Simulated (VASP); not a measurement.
# MoS (F-43m) in VASP: further runs, part 2 of 2

VASP 6.6.1. The steps go on from the part before.

## 5. Single point, PBE+U, collinear spin, ferromagnetic start

This run uses another cell than the first one, of 22.66 Å³/atom, 0.856 times its volume.

The input, INCAR:

```
PREC = Accurate
ENCUT = 520
EDIFF = 1E-7
ISMEAR = 0
SIGMA = 0.1
LREAL = False
LASPH = True
NELM = 150
ALGO = Normal
ISIF = 2
LWAVE = False
LCHARG = False
ISPIN = 2
MAGMOM = 2 0
LORBIT = 11
LMAXMIX = 4
LDAU = True
LDAUTYPE = 2
LDAUL = 2 -1
LDAUU = 4.38 0
LDAUJ = 0 0
LDAUPRINT = 1
GGA = PE
NBANDS = 21
```

The input, KPOINTS:

```
Automatic mesh
0
Gamma
  12 12 12
```

The input, POSCAR:

```
MoS
1.0
    0.0000000000      2.8296912631      2.8296912631
    2.8296912631      0.0000000000      2.8296912631
    2.8296912631      2.8296912631      0.0000000000
Mo S
1 1
Direct
    0.0000000000      0.0000000000      0.0000000000
    0.2500000000      0.2500000000      0.2500000000
```

Potentials or basis: VASP PAW PBE potentials, release 64 (Mo_sv, S).

The run is started by

```
> cat potpaw_PBE.64/Mo_sv/POTCAR potpaw_PBE.64/S/POTCAR > POTCAR
> mpirun -np 1 vasp_std > vasp.out
```

OUTCAR:

```text
PREC = Accurate
   ENCUT = 520
   EDIFF = 1E-7
   ISMEAR = 0
   LREAL = False
   LASPH = True
   NELM = 150
   ISIF = 2
   ISPIN = 2
   LORBIT = 11
   GGA = PE

 ion  position               nearest neighbor table
   1  0.000  0.000  0.000-   2 2.45   2 2.45   2 2.45   2 2.45
   2  0.250  0.250  0.250-   1 2.45   1 2.45   1 2.45   1 2.45

  LATTYP: Found a face centered cubic cell.
 ALAT       =     5.6593825262

  Lattice vectors:

 A1 = (   0.0000000000,   2.8296912631,   2.8296912631)
 A2 = (   2.8296912631,   0.0000000000,   2.8296912631)
 A3 = (   2.8296912631,   2.8296912631,   0.0000000000)

Analysis of symmetry for initial positions (statically):
=====================================================================
 Subroutine PRICEL returns:
 Original cell was already a primitive cell.

 Routine SETGRP: Setting up the symmetry group for a
 face centered cubic supercell.

 Subroutine GETGRP returns: Found 24 space group operations
 (whereof 24 operations were pure point group operations)
 out of a pool of 48 trial point group operations.

The static configuration has the point symmetry T_d .

Analysis of symmetry for dynamics (positions and initial velocities):
=====================================================================
 Subroutine PRICEL returns:
 Original cell was already a primitive cell.

 Routine SETGRP: Setting up the symmetry group for a
 face centered cubic supercell.

 Subroutine GETGRP returns: Found 24 space group operations
 (whereof 24 operations were pure point group operations)
 out of a pool of 48 trial point group operations.

The dynamic configuration has the point symmetry T_d .

Analysis of structural, dynamic, and magnetic symmetry:
=====================================================================
 Subroutine PRICEL returns:
 Original cell was already a primitive cell.

 Routine SETGRP: Setting up the symmetry group for a
 face centered cubic supercell.

 Subroutine GETGRP returns: Found 24 space group operations
 (whereof 24 operations were pure point group operations)
 out of a pool of 48 trial point group operations.

The overall configuration has the point symmetry T_d .

 Subroutine INISYM returns: Found 24 space group operations
 (whereof 24 operations are pure point group operations),
 and found     1 'primitive' translations

----------------------------------------------------------------------------------------

                                     Primitive cell

  volume of cell :      45.3155

  direct lattice vectors                    reciprocal lattice vectors
[... 112 lines left out ...]
 LDA+U is selected, type is set to LDAUTYPE =  2
   angular momentum for each species LDAUL =     2   -1
   U (eV)           for each species LDAUU =   4.4  0.0
   J (eV)           for each species LDAUJ =   0.0  0.0
   GGA     = PE    functional components
   LHFCALC =     F    Hartree Fock is set to
   AEXX    =    0.0000 exact exchange contribution
   IVDW    =     0    specifies the selected vdW correction
   LEPSILON=     F    determine dielectric tensor
   LRPA    =     F    only Hartree local field effects (RPA)
 spin polarized calculation
 Gauss-broadening in eV      SIGMA  =   0.10
  energy-cutoff  :      520.00
  volume of cell :       45.32
 maximum number of plane-waves:      1243
 NGX is ok and might be reduce to    30
   NGX = 15   NGY = 15   NGZ = 15

atom =   1  type =  1  l = 2

 onsite density matrix

spin component  1

  0.6302  0.0000 -0.0000  0.0000  0.0000
  0.0000  0.6302  0.0000  0.0000  0.0000
 -0.0000  0.0000  0.8012 -0.0000 -0.0000
  0.0000  0.0000 -0.0000  0.6302  0.0000
  0.0000  0.0000 -0.0000  0.0000  0.8012

spin component  2

  0.1371 -0.0000 -0.0000 -0.0000 -0.0000
 -0.0000  0.1371  0.0000 -0.0000  0.0000
 -0.0000  0.0000  0.0296 -0.0000  0.0000
 -0.0000 -0.0000 -0.0000  0.1371  0.0000
 -0.0000  0.0000  0.0000  0.0000  0.0296

 occupancies and eigenvectors

  o =  0.0296  v =  0.0000  0.0000  0.0000  0.0000  0.0000  0.0000 -0.0000 -0.0310  0.0000  0.9995      0.0000  0.0000  0.0000  0.0000  0.0000  0.0000  0.0000  0.0000  0.0000  0.0000
  o =  0.0296  v =  0.0000  0.0000  0.0000  0.0000  0.0000 -0.0000 -0.0000 -0.9995 -0.0000 -0.0310      0.0000  0.0000  0.0000  0.0000  0.0000  0.0000  0.0000  0.0000  0.0000  0.0000
  o =  0.1371  v =  0.0000  0.0000  0.0000  0.0000  0.0000  0.0085  0.9979  0.0000 -0.0647  0.0000      0.0000  0.0000  0.0000  0.0000  0.0000  0.0000  0.0000  0.0000  0.0000  0.0000
  o =  0.1371  v =  0.0000  0.0000  0.0000  0.0000  0.0000 -0.0097 -0.0646  0.0000 -0.9979 -0.0000      0.0000  0.0000  0.0000  0.0000  0.0000  0.0000  0.0000  0.0000  0.0000  0.0000
  o =  0.1371  v =  0.0000  0.0000  0.0000  0.0000  0.0000  0.9999 -0.0091 -0.0000 -0.0092 -0.0000      0.0000  0.0000  0.0000  0.0000  0.0000  0.0000  0.0000  0.0000  0.0000  0.0000
  o =  0.6302  v =  0.0000  0.6312  0.0000 -0.7756  0.0000  0.0000  0.0000  0.0000  0.0000  0.0000      0.0000  0.0000  0.0000  0.0000  0.0000  0.0000  0.0000  0.0000  0.0000  0.0000
  o =  0.6302  v =  1.0000  0.0000  0.0000  0.0000  0.0000  0.0000  0.0000  0.0000  0.0000  0.0000      0.0000  0.0000  0.0000  0.0000  0.0000  0.0000  0.0000  0.0000  0.0000  0.0000
  o =  0.6302  v =  0.0000 -0.7756  0.0000 -0.6312  0.0000  0.0000  0.0000  0.0000  0.0000  0.0000      0.0000  0.0000  0.0000  0.0000  0.0000  0.0000  0.0000  0.0000  0.0000  0.0000
  o =  0.8012  v =  0.0000  0.0000 -0.9939 -0.0000 -0.1106  0.0000  0.0000  0.0000  0.0000  0.0000      0.0000  0.0000  0.0000  0.0000  0.0000  0.0000  0.0000  0.0000  0.0000  0.0000
  o =  0.8012  v =  0.0000  0.0000  0.1106 -0.0000 -0.9939  0.0000  0.0000  0.0000  0.0000  0.0000      0.0000  0.0000  0.0000  0.0000  0.0000  0.0000  0.0000  0.0000  0.0000  0.0000

 number of electron      19.9999999 magnetization       3.3603517

 Free energy of the ion-electron system (eV)
  ---------------------------------------------------
  ext. energy  EPLUGINS =         0.00000000
  ---------------------------------------------------
  free energy    TOTEN  =       -10.50607074 eV

  energy without entropy =      -10.49738609  energy(sigma->0) =      -10.50172841

 E-fermi :   6.7887     XC(G=0):  -9.9112

 val. band max:        6.7593480598   @ k =  -0.3333   0.1667   0.0000
 cond. band min:       6.7937766393   @ k =   0.4167   0.3333   0.0833
 fundamental gap:      0.0344285796
 Fermi energy:         6.7887173395

 spin component 1

 k-point     1 :       0.0000    0.0000    0.0000
  band No.  band energies     occupation
      1     -55.5049      1.00000
      2     -29.7259      1.00000
      3     -29.7259      1.00000
      4     -29.7259      1.00000
      5      -7.9649      1.00000
      6       0.7742      1.00000
[... 1145 lines left out ...]
     20      19.3715      0.00000
     21      22.2339      0.00000

 [... further k-points ...]

------------------------ aborting loop because EDIFF is reached ----------------------------------------

  FORCE on cell =-STRESS in cart. coord.  units (eV):
  Direction    XX          YY          ZZ          XY          YZ          ZX
  --------------------------------------------------------------------------------------
  -------------------------------------------------------------------------------------
  Total        1.2108127      1.2108127      1.2108127      0.0000000     -0.0000000      0.0000000
  in kB       42.8095225     42.8095225     42.8095225      0.0000000     -0.0000000      0.0000000
  external PRESSURE =      42.8095225 kB  Pullay stress =       0.0000000 kB

 VOLUME and BASIS-vectors are now :
 -----------------------------------------------------------------------------
  energy-cutoff  :      520.00
  volume of cell :       45.32
      direct lattice vectors                 reciprocal lattice vectors
     0.000000000  2.829691263  2.829691263    -0.176697722  0.176697722  0.176697722
     2.829691263  0.000000000  2.829691263     0.176697722 -0.176697722  0.176697722
     2.829691263  2.829691263  0.000000000     0.176697722  0.176697722 -0.176697722

 POSITION                                       TOTAL-FORCE (eV/Angst)
 -----------------------------------------------------------------------------------
      0.00000      0.00000      0.00000         0.000000      0.000000      0.000000
      1.41485      1.41485      1.41485        -0.000000     -0.000000     -0.000000
 -----------------------------------------------------------------------------------
    total drift:                                0.000000      0.000000     -0.000000

  FREE ENERGIE OF THE ION-ELECTRON SYSTEM (eV)
  ---------------------------------------------------
  free  energy   TOTEN  =       -10.5060707357 eV

  energy  without entropy=      -10.4973860923  energy(sigma->0) =      -10.50172841

 total charge

# of ion       s       p       d       tot
------------------------------------------
    1        2.239   6.109   3.922  12.270
    2        1.322   2.421   0.000   3.743
--------------------------------------------------
tot          3.561   8.531   3.922  16.013

 magnetization (x)

# of ion       s       p       d       tot
------------------------------------------
    1        0.053   0.038   2.999   3.090
    2       -0.007  -0.152   0.000  -0.159
--------------------------------------------------
tot          0.047  -0.114   2.999   2.931
```

OSZICAR:

```text
N       E                     dE             d eps       ncg     rms          rms(c)
DAV:   1     0.142600029541E+03    0.14260E+03   -0.10096E+04  6056   0.895E+02
DAV:   2    -0.596756622828E+01   -0.14857E+03   -0.14354E+03  7092   0.256E+02
DAV:   3    -0.103837493263E+02   -0.44162E+01   -0.43766E+01  7258   0.409E+01
DAV:   4    -0.104152498089E+02   -0.31500E-01   -0.31493E-01  6766   0.386E+00
DAV:   5    -0.104155957566E+02   -0.34595E-03   -0.34594E-03  7451   0.399E-01    0.128E+01
DAV:   6    -0.101829760108E+02    0.23262E+00   -0.55966E+00  6518   0.124E+01    0.636E+00
DAV:   7    -0.102929466411E+02   -0.10997E+00   -0.32268E-01  6708   0.359E+00    0.425E+00
DAV:   8    -0.104057593935E+02   -0.11281E+00   -0.15563E-01  6618   0.207E+00    0.307E+00
DAV:   9    -0.104992212504E+02   -0.93462E-01   -0.38880E-01  6501   0.299E+00    0.108E+00
DAV:  10    -0.105038484359E+02   -0.46272E-02   -0.22227E-02  6778   0.779E-01    0.763E-01
DAV:  11    -0.105052789269E+02   -0.14305E-02   -0.95939E-03  6841   0.532E-01    0.498E-01
DAV:  12    -0.105058978927E+02   -0.61897E-03   -0.11562E-03  7107   0.180E-01    0.163E-01
DAV:  13    -0.105059933346E+02   -0.95442E-04   -0.19238E-04  6693   0.825E-02    0.783E-02
DAV:  14    -0.105060610742E+02   -0.67740E-04   -0.15236E-04  6766   0.799E-02    0.323E-02
DAV:  15    -0.105060655557E+02   -0.44816E-05   -0.16684E-05  6945   0.247E-02    0.115E-02
DAV:  16    -0.105060695639E+02   -0.40082E-05   -0.76963E-06  6654   0.149E-02    0.333E-03
DAV:  17    -0.105060706757E+02   -0.11118E-05   -0.30857E-06  6917   0.989E-03    0.160E-03
DAV:  18    -0.105060707357E+02   -0.59990E-07   -0.11361E-07  5616   0.189E-03
   1 F= -.10506071E+02 E0= -.10501728E+02  d E =-.868464E-02  mag=     3.3601
```

Wall time 69 s (1 thread of Intel Xeon 6975P-C (Granite Rapids), shared host); peak memory 0.25 GiB.

Results:

```yaml
Free_energy: -10.5061 eV
Pressure: 4.3 GPa
Net_moment: 3.36 μB per cell
Site_moments: Mo +3.09; S -0.16 μB
Valence_electrons_inside_the_program's_atomic_spheres: Mo 12.27; S 3.74
```

Levels at points of the mesh, in eV from the Fermi level:
Spin up:
```tsv
k point	band 8	band 9	band 10	band 11	band 12	band 13	band 14	band 15	band 16	band 17
(0.00, 0.00, 0.00)	-6.01	-3.20	-3.20	0.14	2.22	2.22	2.22	6.45	6.45	6.45
(0.50, 0.00, 0.00)	-5.71	-2.76	-2.76	-1.84	0.52	0.52	2.81	6.44	7.42	7.42
(0.50, 0.50, 0.00)	-4.81	-2.88	-2.56	-2.15	-0.99	-0.99	4.43	5.89	8.28	9.51
```
Spin down:
```
           k point  band 6  band 7  band 8  band 9  band 10  band 11
(0.00, 0.00, 0.00)   -4.71   -4.71   -4.71    0.87     1.83     1.83
(0.50, 0.00, 0.00)   -5.79   -4.45   -4.45    1.37     2.11     2.11
(0.50, 0.50, 0.00)   -5.96   -4.22   -4.22   -0.52     1.56     2.41
```

Eigenvalues of the final occupation matrices:
| site | spin | trace | eigenvalues |
| --- | --- | --- | --- |
| site 1 d | 1 | 3.49 | 0.63 0.63 0.63 0.80 0.80 |
| site 1 d | 2 | 0.47 | 0.03 0.03 0.14 0.14 0.14 |

The state reached can hang on the start; a lower one may exist.

## 6. Single point, PBE+U, collinear spin, ferromagnetic start

This run uses another cell than the first one, of 24.24 Å³/atom, 0.916 times its volume.

The input, INCAR:

```
SYSTEM = MoS
  PREC = Accurate
  ENCUT = 520
  EDIFF = 1E-6
  ISMEAR = 0
  SIGMA = 0.1
  LREAL = .False.
  LASPH = .True.
  NELM = 150
  ALGO = Normal
  ISIF = 2
  LWAVE = .False.
  LCHARG = .False.
  ISPIN = 2
  MAGMOM = 2 0
  LORBIT = 11
  LMAXMIX = 4
  LDAU = .True.
  LDAUTYPE = 2
  LDAUL = 2 -1
  LDAUU = 4.38 0
  LDAUJ = 0 0
  LDAUPRINT = 1
  GGA = PE
  NBANDS = 21
```

The input, KPOINTS:

```
Automatic mesh
0
Gamma
  12 12 12
  0 0 0
```

The input, POSCAR:

```
MoS
1.0
    0.0000000000      2.8940243390      2.8940243390
    2.8940243390      0.0000000000      2.8940243390
    2.8940243390      2.8940243390      0.0000000000
Mo S
1 1
Direct
    0.0000000000      0.0000000000      0.0000000000
    0.2500000000      0.2500000000      0.2500000000
```

Potentials or basis: VASP PAW PBE potentials, release 64 (Mo_sv, S).

The run is started by

```
> cat potpaw_PBE.64/Mo_sv/POTCAR potpaw_PBE.64/S/POTCAR > POTCAR
> mpirun -np 1 vasp_std > vasp.out
```

OUTCAR:

```text
SYSTEM = MoS
   PREC = Accurate
   ENCUT = 520
   EDIFF = 1E-6
   ISMEAR = 0
   LREAL = .False.
   LASPH = .True.
   NELM = 150
   ISIF = 2
   ISPIN = 2
   LORBIT = 11
   GGA = PE

 ion  position               nearest neighbor table
   1  0.000  0.000  0.000-   2 2.51   2 2.51   2 2.51   2 2.51
   2  0.250  0.250  0.250-   1 2.51   1 2.51   1 2.51   1 2.51

  LATTYP: Found a face centered cubic cell.
 ALAT       =     5.7880486780

  Lattice vectors:

 A1 = (   0.0000000000,   2.8940243390,   2.8940243390)
 A2 = (   2.8940243390,   0.0000000000,   2.8940243390)
 A3 = (   2.8940243390,   2.8940243390,   0.0000000000)

[... 1402 lines left out ...]
 VOLUME and BASIS-vectors are now :
 -----------------------------------------------------------------------------
  energy-cutoff  :      520.00
  volume of cell :       48.48
      direct lattice vectors                 reciprocal lattice vectors
     0.000000000  2.894024339  2.894024339    -0.172769798  0.172769798  0.172769798
     2.894024339  0.000000000  2.894024339     0.172769798 -0.172769798  0.172769798
     2.894024339  2.894024339  0.000000000     0.172769798  0.172769798 -0.172769798

 POSITION                                       TOTAL-FORCE (eV/Angst)
 -----------------------------------------------------------------------------------
      0.00000      0.00000      0.00000         0.000000      0.000000      0.000000
      1.44701      1.44701      1.44701        -0.000000     -0.000000     -0.000000
 -----------------------------------------------------------------------------------
    total drift:                               -0.000000     -0.000000      0.000000

  FREE ENERGIE OF THE ION-ELECTRON SYSTEM (eV)
  ---------------------------------------------------
  free  energy   TOTEN  =       -10.6303825126 eV

  energy  without entropy=      -10.6247503311  energy(sigma->0) =      -10.62756642

 total charge

# of ion       s       p       d       tot
------------------------------------------
    1        2.226   6.094   3.930  12.250
    2        1.324   2.419   0.000   3.743
--------------------------------------------------
tot          3.550   8.513   3.930  15.993

 magnetization (x)

# of ion       s       p       d       tot
------------------------------------------
    1        0.058   0.049   3.402   3.509
    2       -0.004  -0.160   0.000  -0.163
--------------------------------------------------
tot          0.054  -0.110   3.402   3.346
```

OSZICAR:

```text
N       E                     dE             d eps       ncg     rms          rms(c)
DAV:   1     0.141273182688E+03    0.14127E+03   -0.10016E+04  6104   0.884E+02
DAV:   2    -0.571768995500E+01   -0.14699E+03   -0.14201E+03  7213   0.255E+02
DAV:   3    -0.101581691245E+02   -0.44405E+01   -0.44023E+01  7257   0.406E+01
[... 11 lines left out ...]
DAV:  15    -0.106303366082E+02   -0.22846E-03   -0.11841E-04  6861   0.652E-02    0.391E-02
DAV:  16    -0.106303782321E+02   -0.41624E-04   -0.61552E-05  6853   0.439E-02    0.786E-03
DAV:  17    -0.106303787344E+02   -0.50235E-06   -0.11515E-05  6816   0.207E-02    0.125E-02
DAV:  18    -0.106303818407E+02   -0.31063E-05   -0.13164E-06  5915   0.726E-03    0.587E-03
DAV:  19    -0.106303825126E+02   -0.67190E-06   -0.15580E-06  5207   0.830E-03
   1 F= -.10630383E+02 E0= -.10627566E+02  d E =-.563218E-02  mag=     4.0002
```

stdout:

```text
POSCAR found type information on POSCAR MoS
 POSCAR found :  2 types and       2 ions
 scaLAPACK will be used
 LDA part: xc-table for (Slater+PW92), standard interpolation
 POSCAR, INCAR and KPOINTS ok, starting setup
 FFT: planning ... GRIDC
 FFT: planning ... GRID_SOFT
 FFT: planning ... GRID
 WAVECAR not read
 entering main loop
```

Run time: 71 s. Hardware: 1 thread of Intel Xeon 6975P-C (Granite Rapids), shared host; peak memory 0.26 GiB.

Results:

| Item | Value |
| --- | --- |
| Free energy | -10.6304 eV |
| Pressure | 4.8 GPa |
| Band gap on the k mesh | zero (filled and empty bands overlap) |
| Net moment | 4.00 μB per cell |
| Site moments | Mo +3.51; S -0.16 μB |
| Valence electrons inside the program's atomic spheres | Mo 12.25; S 3.74 |

Eigenvalues of the final occupation matrices:
| site | spin | trace | eigenvalues |
| --- | --- | --- | --- |
| site 1 d | 1 | 3.70 | 0.69 0.69 0.69 0.82 0.82 |
| site 1 d | 2 | 0.27 | 0.02 0.02 0.08 0.08 0.08 |

The state reached can hang on the start; a lower one may exist.

## 7. Overview

```csv
task,cell,k mesh,cutoff (eV),gap on the mesh (eV),pressure (GPa),moment (μB)
single point,"a = 4.215 Å, angles 60.0°, 2 atoms",6 × 6 × 6,520,none,-1.1,4.00
relaxation of cell and atoms,"relaxed from a = 3.629 Å, angles 60.0°, 2 atoms",6 × 6 × 6,600,none,-0.1,1.40
single point,"a = 3.906 Å, angles 60.0°, 2 atoms",12 × 12 × 12,520,none,-2.1,1.57
single point,"a = 4.002 Å, angles 60.0°, 2 atoms",12 × 12 × 12,520,none,4.3,3.36
single point,"a = 4.093 Å, angles 60.0°, 2 atoms",12 × 12 × 12,520,none,4.8,4.00
```

Alike in all rows: level PBE+U; potentials or basis VASP PAW PBE potentials, release 64 (Mo_sv, S); spin collinear, ferromagnetic start; Mo d U = 4.38 eV; smearing gaussian 0.1 eV.

Caveats: the electronic state changed during the relaxation (some runs); the volume moved by over 15 % at a fixed basis, so the end points are rough (some runs).

Total energies depend on the potentials used, so only differences within one code and one set of settings carry meaning.
